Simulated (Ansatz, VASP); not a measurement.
One calculation of MgI2, two programs

```
CELL_PARAMETERS angstrom
4.14000 0.00000 0.00000
-2.07000 3.58535 0.00000
0.00000 0.00000 6.88000
ATOMIC_POSITIONS crystal
I 0.66667 0.33333 0.75000
I 0.33333 0.66667 0.25000
Mg 0.00000 0.00000 0.00000
```

Alike in both runs: functional PBEsol; k mesh 8 × 8 × 4; occupations fermi-dirac, width 0.05 eV; non-collinear spin, spin-orbit coupling.

|  | VASP | Ansatz |
| --- | --- | --- |
| version | VASP 6.6.1 | Ansatz 0.2.0 |
| potentials or method | VASP PAW PBE potentials, release 64 (I, Mg) | Ansatz PAW |
| plane-wave cutoff (eV) | 520 | 420 |
| valence electrons in the cell | 16 | 44 |
| task | single point | band structure |

VASP gave:

```
pressure (GPa)                                                : -0.8
traceless stress, the component that is largest in VASP (GPa) : -0.29
rms of the force components (eV/Å)                            : 0.134
```

**Question.** What did Ansatz give for the same quantities?

**Answer.** Pressure (GPa): -0.7; traceless stress, the component that is largest in VASP (GPa): -0.30; rms of the force components (eV/Å): 0.133.

VASP's potentials were made for PBE, not for PBEsol. Atom by atom the forces differ by 0.001 eV/Å (rms over components). With one functional, cell and mesh, what is left measures potentials, basis and numerics. VASP's potentials hold 16 valence electrons a cell and Ansatz's 44, so a difference there can come from the potentials and not from the codes.
